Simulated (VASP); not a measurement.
Crystal: RePt2.

```
Re Pt
1.0
     0.00000    0.00000    3.90775
     2.74291    0.00000    0.00000
     1.37145    4.11137   -1.95387
Re Pt
1 2
Direct
  0.00000 0.00000 0.00000
  0.35300 0.64700 0.70600
  0.64700 0.35300 0.29400
```

Base run:

| Item | Value |
| --- | --- |
| Program | VASP 6.6.1 |
| Functional | r2SCAN |
| Potentials or basis | VASP PAW PBE potentials, release 64 (Re, Pt) |
| Cutoff | 520 eV |
| k mesh | 7 × 7 × 7 |
| Occupations | gaussian, width 0.0901 eV |
| Spin | no spin polarisation |

Its results: band gap on the k mesh zero (an odd number of electrons rules out a gap without spin polarisation); pressure 14.7 GPa; largest force 4.739 eV/Å.

Q: The run is repeated on the same cell with these changes: occupations from gaussian, width 0.0901 eV to gaussian, width 0.05 eV; hubbard terms from none to Re d U = 2.0 eV. What comes out?

A: Band gap on the k mesh zero (an odd number of electrons rules out a gap without spin polarisation); pressure 15.1 GPa; largest force 4.753 eV/Å.

Caveats: the PAW data sets were made with another functional, which shifts forces and pressure a little; spin-orbit coupling is left out, which moves the levels of the heavy elements; the stress differs along the axes, from 8 to 27 GPa (at least some runs); the stress differs along the axes, from 9 to 27 GPa (at least some runs); U without spin polarisation on a metal has little footing (at least some runs); the U is typed as a test and isn't derived for this compound (at least some runs).
